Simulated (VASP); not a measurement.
Runs of VASP 6.6.1 on BaF2. The structure is that of space group Fm-3m (No. 225), or close to it. The cells are those of the table. 

```tsv
task	cell	gap on the mesh (eV)	pressure (GPa)
single point	a = 4.424 Å, angles 60.0°, 3 atoms	(b)	(c)
single point	a = 4.522 Å, angles 60.0°, 3 atoms	6.95	-4.1
relaxation of cell and atoms	relaxed from a = 4.384 Å, angles 60.0°, 3 atoms	7.30	0.0
single point	a = 4.291 Å, angles 60.0°, 3 atoms	7.63	(a)
single point	a = 4.198 Å, angles 60.0°, 3 atoms	7.89	12.3
```

Alike in all rows: level r2SCAN; potentials or basis VASP PAW PBE potentials, release 64 (Ba_sv, F); no spin polarisation; k mesh 6 × 6 × 6; cutoff (eV) 660; smearing gaussian 0.02 eV.

Fill in the values left out.

(a) 5.6; (b) 7.23; (c) -0.9.

Caveats: the PAW data sets were made with another functional, which shifts forces and pressure a little; spin-orbit coupling is left out, which moves the levels of the heavy elements; the cell stands under pressure (at least some runs); the cell stands under tension (at least some runs).

A k mesh can miss the band edges, and the runs leave out spin-orbit coupling on Ba.
